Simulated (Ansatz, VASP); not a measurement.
# HgTe in VASP and in Ansatz

```
Hg Te
1.0
     0.00000    2.92150    2.89229
     2.92150    0.00000    2.89229
     2.92150    2.92150    0.00000
Hg Te
1 1
Direct
  0.00000 0.00000 0.00000
  0.50000 0.50000 0.50000
```

Change from the starting cell: z stretched by -1 %, ions relaxed.

Alike in both runs: functional PBE; k mesh 14 × 14 × 14; occupations fermi-dirac, width 0.05 eV; no spin polarisation.

Ansatz relaxed the structure, and its values are those at the end. VASP's run is a single point on that final structure, the one shown.

|  | VASP | Ansatz |
| --- | --- | --- |
| version | VASP 6.6.1 | Ansatz 0.2.0 |
| potentials or method | VASP PAW PBE potentials, release 64 (Hg, Te) | plane-wave PAW, scalar-relativistic |
| plane-wave cutoff (eV) | 520 | 420 |
| valence electrons in the cell | 18 | 36 |

Ansatz gave:

```
pressure (GPa) : 11.5
```

**Question.** Estimate VASP's values.

**Answer.** Pressure (GPa): 11.7.

VASP's potentials hold 18 valence electrons a cell and Ansatz's 36, so a difference there can come from the potentials and not from the codes. Ansatz's warnings: stress scf threshold loose.

Spin-orbit coupling is off throughout.
